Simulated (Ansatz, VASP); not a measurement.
**Two plane-wave programs on PtSe2**

```xyz
3
Lattice="3.5146 0.0000 0.0000 -1.7573 3.0438 0.0000 0.0000 0.0000 4.9742" Properties=species:S:1:pos:R:3 pbc="T T T"
Pt    0.0000    0.0000    0.0000
Se    0.0000    2.0292    1.3855
Se    1.7573    1.0146    3.5888
```

Change from the starting cell: hydrostatic strain -5.7%.

Alike in both runs: task single point; functional HSE06; k mesh 6 × 6 × 4; occupations fermi-dirac, width 0.02 eV; no spin polarisation.

```csv
,VASP,Ansatz
version,VASP 6.6.1,Ansatz 0.2.0
potentials or method,"VASP PAW PBE potentials, release 64 (Pt, Se)","plane waves, PAW"
plane-wave cutoff (eV),520,420
valence electrons in the cell,22,50
```

|  | VASP | Ansatz | Ansatz less VASP |
| --- | --- | --- | --- |
| pressure (GPa) | 16.7 | 17.0 | +0.26 |
| traceless stress, the component that is largest in VASP (GPa) | -8.05 | -8.10 | -0.060 |
| rms of the force components (eV/Å) | 0.172 | 0.173 | +0.0017 |

Atom by atom the forces differ by 0.002 eV/Å (rms over components). VASP's potentials hold 22 valence electrons a cell and Ansatz's 50, so a difference there can come from the potentials and not from the codes. Ansatz's warnings: filled band counts differ across k points, stress exchange threshold loose, stress scf threshold loose.

Neither program's run includes spin-orbit coupling.
